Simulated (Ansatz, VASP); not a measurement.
AgCl: VASP beside Ansatz

```xyz
2
Lattice="3.3956 0.0000 0.0000 0.0000 3.3956 0.0000 0.0000 0.0000 3.3956" Properties=species:S:1:pos:R:3 pbc="T T T"
Ag    0.0000    0.0000    0.0000
Cl    1.6978    1.6978    1.6978
```

Alike in both runs: task single point; functional r2SCAN; k mesh 6 × 6 × 6; no spin polarisation.

|  | VASP | Ansatz |
| --- | --- | --- |
| version | VASP 6.6.1 | Ansatz 0.2.0 |
| potentials or method | VASP PAW PBE potentials, release 64 (Ag, Cl) | plane waves, PAW |
| plane-wave cutoff (eV) | 520 | 500 |
| occupations | gaussian, width 0.01 eV | fixed |
| valence electrons in the cell | 18 | 26 |

VASP gave:

```
gap on the k mesh at the Fermi level (eV) : 1.19
pressure (GPa)                            : -0.1
```

Task: What did Ansatz give for the same quantities?

Result: gap on the k mesh at the Fermi level (eV): 1.23; pressure (GPa): 0.0.

VASP's potentials were made for PBE, not for r2SCAN. VASP's potentials hold 18 valence electrons a cell and Ansatz's 26, so a difference there can come from the potentials and not from the codes.
